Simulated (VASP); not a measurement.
# C (P1) in VASP: further runs

The runs below take C through single point, with LDA.

Everything below comes from runs of VASP 6.6.1. Logs are shortened: lines on timing, memory, paths and dates and some standing lists are left out, and cuts for length are marked.

**1. The cell of the first run**

The typed cell holds 8 atoms: a = 4.175 Å, b = 4.175 Å, c = 4.175 Å, α = 109.47°, β = 109.47°, γ = 109.47°.

**2. Single point, LDA (atom 1 (C) moved +0.120 Å along Cartesian [1 1 0])**

Contents of INCAR:

```
PREC = Accurate
ENCUT = 520
EDIFF = 1E-6
ISMEAR = 0
SIGMA = 0.05
LREAL = False
LASPH = True
NELM = 60
ALGO = Normal
ISIF = 2
LWAVE = False
LCHARG = False
NBANDS = 26
```

Contents of KPOINTS:

```
Automatic mesh
0
Gamma
  8 8 8
```

Contents of POSCAR:

```
C
1.0
   -2.4103983070      2.4103983070      2.4103983070
    2.4103983070     -2.4103983070      2.4103983070
    2.4103983070      2.4103983070     -2.4103983070
C
8
Direct
    0.3430724962      0.0176014092      0.0352028183
    0.6745289130      0.6745289130      0.6745289130
    0.0000000000      0.3254710870      0.0000000000
    0.0000000000      0.0000000000      0.3254710870
    0.0000000000      0.6745289130      0.0000000000
    0.3254710870      0.3254710870      0.3254710870
    0.6745289130      0.0000000000      0.0000000000
    0.0000000000      0.0000000000      0.6745289130
```

Potentials or basis: VASP PAW LDA potentials, release 64 (C).

Run with:

```console
> cat potpaw_LDA.64/C/POTCAR > POTCAR
> mpirun -np 1 vasp_std > vasp.out
```

OUTCAR:

```text
PREC = Accurate
   ENCUT = 520
   EDIFF = 1E-6
   ISMEAR = 0
   LREAL = False
   LASPH = True
   NELM = 60
   ISIF = 2

 ion  position               nearest neighbor table
   1  0.343  0.018  0.035-   7 1.46   6 1.49   5 1.57   8 1.66
   2  0.675  0.675  0.675-   6 1.46   5 1.57   7 1.57   8 1.57
   3  0.000  0.325  0.000-   5 1.46   6 1.57   7 1.57   8 1.57
   4  0.000  0.000  0.325-   8 1.46   6 1.57   7 1.57   5 1.57
   5  0.000  0.675  0.000-   3 1.46   2 1.57   4 1.57   1 1.57
   6  0.325  0.325  0.325-   2 1.46   1 1.49   3 1.57   4 1.57
   7  0.675  0.000  0.000-   1 1.46   2 1.57   3 1.57   4 1.57
   8  0.000  0.000  0.675-   4 1.46   3 1.57   2 1.57   1 1.66

  LATTYP: Found a body centered cubic cell.
 ALAT       =     4.8207966140

  Lattice vectors:

 A1 = (  -2.4103983070,   2.4103983070,   2.4103983070)
 A2 = (   2.4103983070,  -2.4103983070,   2.4103983070)
 A3 = (   2.4103983070,   2.4103983070,  -2.4103983070)

Analysis of symmetry for initial positions (statically):
=====================================================================
 Subroutine PRICEL returns:
 Original cell was already a primitive cell.

 Routine SETGRP: Setting up the symmetry group for a
 body centered cubic supercell.

 Subroutine GETGRP returns: Found  1 space group operations
 (whereof  1 operations were pure point group operations)
 out of a pool of 48 trial point group operations.

The static configuration has the point symmetry C_1 .

Analysis of symmetry for dynamics (positions and initial velocities):
=====================================================================
 Subroutine PRICEL returns:
 Original cell was already a primitive cell.

 Routine SETGRP: Setting up the symmetry group for a
 body centered cubic supercell.

 Subroutine GETGRP returns: Found  1 space group operations
 (whereof  1 operations were pure point group operations)
 out of a pool of 48 trial point group operations.

The dynamic configuration has the point symmetry C_1 .

 Subroutine INISYM returns: Found  1 space group operations
 (whereof  1 operations are pure point group operations),
 and found     1 'primitive' translations

----------------------------------------------------------------------------------------

                                     Primitive cell

  volume of cell :      56.0178

  direct lattice vectors                    reciprocal lattice vectors
    -2.410398307  2.410398307  2.410398307     0.000000000  0.207434596  0.207434596
     2.410398307 -2.410398307  2.410398307     0.207434596  0.000000000  0.207434596
     2.410398307  2.410398307 -2.410398307     0.207434596  0.207434596  0.000000000

  length of vectors
     4.174932334  4.174932334  4.174932334     0.293356820  0.293356820  0.293356820

  position of ions in fractional coordinates (direct lattice)
     0.343072496  0.017601409  0.035202818
     0.674528913  0.674528913  0.674528913
     0.000000000  0.325471087  0.000000000
     0.000000000  0.000000000  0.325471087
     0.000000000  0.674528913  0.000000000
     0.325471087  0.325471087  0.325471087
     0.674528913  0.000000000  0.000000000
     0.000000000  0.000000000  0.674528913

  ion indices of the primitive-cell ions
   primitive index   ion index
                 1           1
                 2           2
                 3           3
                 4           4
                 5           5
                 6           6
                 7           7
                 8           8

----------------------------------------------------------------------------------------

 KPOINTS: Automatic mesh

Automatic generation of k-mesh.
 Grid dimensions read from file:
 generate k-points for:    8    8    8

 Generating k-lattice:

  Cartesian coordinates                     Fractional coordinates (reciprocal lattice)
     0.000000000  0.025929325  0.025929325     0.125000000  0.000000000  0.000000000
     0.025929325  0.000000000  0.025929325     0.000000000  0.125000000  0.000000000
     0.025929325  0.025929325  0.000000000     0.000000000  0.000000000  0.125000000

  Length of vectors
     0.036669602  0.036669602  0.036669602

  Shift w.r.t. Gamma in fractional coordinates (k-lattice)
     0.000000000  0.000000000  0.000000000

 Subroutine IBZKPT returns following result:
 ===========================================

 Found    260 irreducible k-points:

 Following reciprocal coordinates:
            Coordinates               Weight
  0.000000  0.000000  0.000000      1.000000
  0.125000  0.000000  0.000000      2.000000
  0.000000  0.125000  0.000000      2.000000
  0.000000  0.000000  0.125000      2.000000
  0.125000  0.000000 -0.125000      2.000000
  0.125000 -0.125000  0.000000      2.000000
[... 16 lines left out ...]
  0.500000 -0.000000  0.500000      1.000000
  0.500000  0.500000  0.000000      1.000000
 [... further k-points ...]
   k-points           NKPTS =    260   k-points in BZ     NKDIM =    260   number of bands    NBANDS=     26
   number of dos      NEDOS =    301   number of ions     NIONS =      8
   total plane-waves  NPLWV =  32768
   dimension x,y,z NGX =    32 NGY =   32 NGZ =   32
   dimension x,y,z NGXF=    64 NGYF=   64 NGZF=   64
   ions per type =               8
   NGX,Y,Z   is equivalent  to a cutoff of  12.74, 12.74, 12.74 a.u.
   NGXF,Y,Z  is equivalent  to a cutoff of  25.48, 25.48, 25.48 a.u.
 SYSTEM =  unknown system
   PREC   = accura    normal or accurate (medium, high low for compatibility)
   ISTART =      0    job   : 0-new  1-cont  2-samecut
   ICHARG =      2    charge: 1-file 2-atom 10-const
   ISPIN  =      1    spin polarized calculation?
   LNONCOLLINEAR =      F non collinear calculations
   LSORBIT =      F    spin-orbit coupling
   LASPH  =      T    aspherical Exc in radial PAW
   ENCUT  =  520.0 eV  38.22 Ry    6.18 a.u.   7.76  7.76  7.76*2*pi/ulx,y,z
   NELM   =     60;   NELMIN=  2; NELMDL= -5     # of ELM steps
   EDIFF  = 0.1E-05   stopping-criterion for ELM
   LREAL  =      F    real-space projection
   EDIFFG = 0.1E-04   stopping-criterion for IOM
   NSW    =      0    number of steps for IOM
   IBRION =     -1    ionic relax: 0-MD 1-quasi-New 2-CG
   NFREE  =      0    steps in history (QN), initial steepest desc. (CG)
   ISIF   =      2    stress and relaxation
   ISYM   =      2    0-nonsym 1-usesym 2-fastsym
   POTIM  = 0.5000    time-step for ionic-motion
   TEBEG  =    0.0;   TEEND  =   0.0 temperature during run
   PSTRESS=    0.0 pullay stress
   NELECT =      32.0000    total number of electrons
   NUPDOWN=      -1.0000    fix difference up-down
   EMIN   =  10.00;   EMAX   =-10.00  energy-range for DOS
   EFERMI =   0.00;   METHOD = LEGACY
   ISMEAR =     0;   SIGMA  =   0.05  broadening in eV -4-tet -1-fermi 0-gaus
   EFERMI_NEDOS =   21; number of points for ismear=-14 and -15
   IALGO  =     38    algorithm
   IMIX   =      4    mixing-type and parameters
     AMIX     =   0.40;   BMIX     =  1.00
     AMIX_MAG =   1.60;   BMIX_MAG =  1.00
  volume/ion in A,a.u.               =       7.00        47.25
  Fermi-wavevector in a.u.,A,eV,Ry     =   1.358364  2.566935 25.104810  1.845151
  Thomas-Fermi vector in A             =   2.485203
   LORBIT       =      0    0 simple, 1 ext, 2 COOP (PROOUT), +10 PAW based schemes
   GGA     = CA    functional components
   LHFCALC =     F    Hartree Fock is set to
   AEXX    =    0.0000 exact exchange contribution
   IVDW    =     0    specifies the selected vdW correction
   LEPSILON=     F    determine dielectric tensor
   LRPA    =     F    only Hartree local field effects (RPA)
 non-spin polarized calculation
 Gauss-broadening in eV      SIGMA  =   0.05
  energy-cutoff  :      520.00
  volume of cell :       56.02
 maximum number of plane-waves:      1526
   NGX = 15   NGY = 15   NGZ = 15

 number of electron      32.0000005 magnetization

 Free energy of the ion-electron system (eV)
  ---------------------------------------------------
  ext. energy  EPLUGINS =         0.00000000
  ---------------------------------------------------
  free energy    TOTEN  =       -75.04352050 eV

  energy without entropy =      -75.04352050  energy(sigma->0) =      -75.04352050

 E-fermi :   7.4940     XC(G=0): -12.0154

 val. band max:        7.2658969272   @ k =   0.5000   0.5000   0.5000
 cond. band min:       9.7468790690   @ k =   0.1250  -0.1250   0.1250
 fundamental gap:      2.4809821418
 Fermi energy:         7.4940244262

 k-point     1 :       0.0000    0.0000    0.0000
  band No.  band energies     occupation
      1     -14.1489      2.00000
      2      -6.2875      2.00000
      3      -5.9231      2.00000
      4      -5.6387      2.00000
      5      -4.9507      2.00000
      6      -4.8483      2.00000
[... 18 lines left out ...]
     25      18.2616      0.00000
     26      18.4811      0.00000

 k-point     2 :       0.1250    0.0000    0.0000
  band No.  band energies     occupation
      1     -14.0493      2.00000
      2      -7.1740      2.00000
      3      -6.2830      2.00000
      4      -5.8780      2.00000
      5      -4.9605      2.00000
      6      -4.9030      2.00000
[... 18 lines left out ...]
     25      18.1261      0.00000
     26      18.3518      0.00000

 k-point     3 :       0.0000    0.1250    0.0000
  band No.  band energies     occupation
      1     -14.0497      2.00000
      2      -7.0156      2.00000
      3      -6.6539      2.00000
      4      -5.6360      2.00000
      5      -4.9514      2.00000
      6      -4.8575      2.00000
[... 572 lines left out ...]
 k-point    23 :       0.5000   -0.0000    0.5000
  band No.  band energies     occupation
      1     -13.2983      2.00000
      2      -9.4550      2.00000
      3      -7.7265      2.00000
      4      -5.6918      2.00000
      5      -5.5318      2.00000
      6      -5.0721      2.00000
[... 18 lines left out ...]
     25      18.4478      0.00000
     26      19.3024      0.00000

 k-point    24 :       0.5000    0.5000    0.0000
  band No.  band energies     occupation
      1     -13.2800      2.00000
      2      -9.5757      2.00000
      3      -7.6000      2.00000
      4      -5.7161      2.00000
      5      -5.4727      2.00000
      6      -5.1356      2.00000
[... 18 lines left out ...]
     25      18.3568      0.00000
     26      19.0586      0.00000

 [... further k-points ...]
[... 5 lines left out ...]
  --------------------------------------------------------------------------------------
  -------------------------------------------------------------------------------------
  Total        2.9006706     -1.3598371      0.2862355     -0.2029840     -0.0317003      0.0791776
  in kB       82.9626408    -38.8929635      8.1866777     -5.8055848     -0.9066675      2.2645738
  external PRESSURE =      17.4187850 kB  Pullay stress =       0.0000000 kB

 VOLUME and BASIS-vectors are now :
 -----------------------------------------------------------------------------
  energy-cutoff  :      520.00
  volume of cell :       56.02
      direct lattice vectors                 reciprocal lattice vectors
    -2.410398307  2.410398307  2.410398307     0.000000000  0.207434596  0.207434596
     2.410398307 -2.410398307  2.410398307     0.207434596  0.000000000  0.207434596
     2.410398307  2.410398307 -2.410398307     0.207434596  0.207434596  0.000000000

 POSITION                                       TOTAL-FORCE (eV/Angst)
 -----------------------------------------------------------------------------------
     -0.69966      0.86937      0.78451        -3.289594     -2.229297     -0.019411
      1.62588      1.62588      1.62588         0.215417      0.176172      0.055313
      0.78451     -0.78451      0.78451         0.135856      0.106189      0.037876
      0.78451      0.78451     -0.78451         0.245659      0.253437     -0.137441
      1.62588     -1.62588      1.62588         0.228320      0.295820      0.012936
      0.78451      0.78451      0.78451         1.492180      0.290059      0.089919
     -1.62588      1.62588      1.62588         0.705450      0.454185     -0.035668
      1.62588      1.62588     -1.62588         0.266714      0.653435     -0.003523
 -----------------------------------------------------------------------------------
    total drift:                               -0.000108     -0.000164     -0.000015

  FREE ENERGIE OF THE ION-ELECTRON SYSTEM (eV)
  ---------------------------------------------------
  free  energy   TOTEN  =       -75.0435204950 eV

  energy  without entropy=      -75.0435204950  energy(sigma->0) =      -75.04352050
```

Run time: 6.7 min. Hardware: 1 thread of Intel Xeon 8259CL, shared host; peak memory 0.33 GiB.

What came out:

```
Free energy            : -75.0435 eV
Pressure               : 1.7 GPa
Largest force          : 3.974 eV/Å
Band gap on the k mesh : 2.48 eV (least direct gap 3.40 eV)
```

Forces on the atoms (eV/Å):
```
C   -3.290 -2.229 -0.019
C    0.215  0.176  0.055
C    0.136  0.106  0.038
C    0.246  0.253 -0.137
C    0.228  0.296  0.013
C    1.492  0.290  0.090
C    0.705  0.454 -0.036
C    0.267  0.653 -0.004
```

Levels at points of the mesh, in eV from the valence-band top:
```
           k point  band 13  band 14  band 15  band 16  band 17  band 18  band 19  band 20
(0.00, 0.00, 0.00)    -5.67    -1.09    -0.69    -0.34     3.30     3.68     4.01     7.40
(0.50, 0.00, 0.00)    -3.76    -3.36    -2.96    -2.34     3.23     4.97     5.17     6.46
(0.00, 0.50, 0.00)    -3.62    -3.13    -2.76    -2.62     3.44     4.53     5.53     6.04
(0.00, 0.00, 0.50)    -3.74    -3.30    -2.73    -2.46     3.39     5.03     5.33     6.03
(0.50, 0.00, 0.50)    -3.64    -3.48    -2.68    -2.33     3.59     4.77     5.60     5.85
(0.50, 0.50, 0.00)    -3.56    -3.53    -2.86    -2.32     3.30     5.07     5.34     6.16
(0.00, 0.50, 0.50)    -3.99    -3.29    -2.74    -2.37     3.44     5.20     5.60     5.97
(0.50, 0.50, 0.50)    -6.19    -0.77    -0.40     0.00     3.40     5.13     5.49     5.71
```

Caveat: the cell differs from its parent crystal (atom 1 (C) moved +0.120 Å along Cartesian [1 1 0]); the stress differs along the axes, from -4 to 8 GPa; forces of over 1 eV/Å act on the atoms, so gaps and moduli don't describe the material at rest.

**3. Single point, LDA (atom 1 (C) moved +0.090 Å along Cartesian [1 1 0])**

Contents of INCAR:

```
ALGO = Normal
EDIFF = 1E-6
ENCUT = 520
GGA = CA
ISIF = 2
ISMEAR = 0
LASPH = T
LCHARG = F
LREAL = F
LWAVE = F
NBANDS = 26
NELM = 60
PREC = Accurate
SIGMA = 0.05
```

Contents of KPOINTS:

```
k-points
0
Gamma
  8 8 8
```

POSCAR: that of step 2 with these lines changed.

```diff
@@ -8,3 +8,3 @@
 Direct
-    0.3430724962      0.0176014092      0.0352028183
+    0.3386721439      0.0132010569      0.0264021138
     0.6745289130      0.6745289130      0.6745289130
```

Potentials or basis: VASP PAW LDA potentials, release 64 (C).

Run with:

```console
> cat potpaw_LDA.64/C/POTCAR > POTCAR
> mpirun -np 1 vasp_std > vasp.out
```

Wall time 4.1 min (1 thread of AMD EPYC 7R43 (Zen 3), shared host); peak memory 0.29 GiB.

The run converged. Its results:

| Property | Result |
| --- | --- |
| Free energy | -75.1461 eV |
| Pressure | 1.5 GPa |
| Largest force | 2.966 eV/Å |
| Band gap on the k mesh | 2.66 eV (least direct gap 3.51 eV) |

Forces in eV/Å, atoms in the order of the input:
```
C   -2.385 -1.763  0.002
C    0.152  0.127  0.035
C    0.111  0.070  0.034
C    0.191  0.199 -0.107
C    0.165  0.228 -0.005
C    1.047  0.238  0.071
C    0.519  0.351 -0.033
C    0.198  0.549  0.003
```

Stress tensor (GPa, compression positive):
```
 6.29 -0.32  0.14
-0.32 -2.86 -0.04
 0.14 -0.04  0.93
```

Levels at points of the mesh, in eV from the valence-band top:
```csv
k point,band 13,band 14,band 15,band 16,band 17,band 18,band 19,band 20
"(0.00, 0.00, 0.00)",-5.59,-0.91,-0.61,-0.34,3.51,3.79,4.04,7.53
"(0.50, 0.00, 0.00)",-3.59,-3.28,-2.83,-2.31,3.41,5.19,5.27,6.46
"(0.00, 0.50, 0.00)",-3.50,-3.13,-2.66,-2.52,3.55,4.78,5.61,6.14
"(0.00, 0.00, 0.50)",-3.59,-3.25,-2.65,-2.41,3.53,5.17,5.47,6.13
"(0.50, 0.00, 0.50)",-3.50,-3.39,-2.57,-2.34,3.67,5.00,5.70,5.93
"(0.50, 0.50, 0.00)",-3.46,-3.42,-2.73,-2.31,3.48,5.19,5.47,6.21
"(0.00, 0.50, 0.50)",-3.78,-3.25,-2.65,-2.33,3.56,5.36,5.60,6.09
"(0.50, 0.50, 0.50)",-6.17,-0.58,-0.30,0.00,3.51,5.33,5.59,5.76
```

Caveat: the cell differs from its parent crystal (atom 1 (C) moved +0.090 Å along Cartesian [1 1 0]); the stress differs along the axes, from -3 to 6 GPa; forces of over 1 eV/Å act on the atoms, so gaps and moduli don't describe the material at rest. A k mesh can miss the band edges.
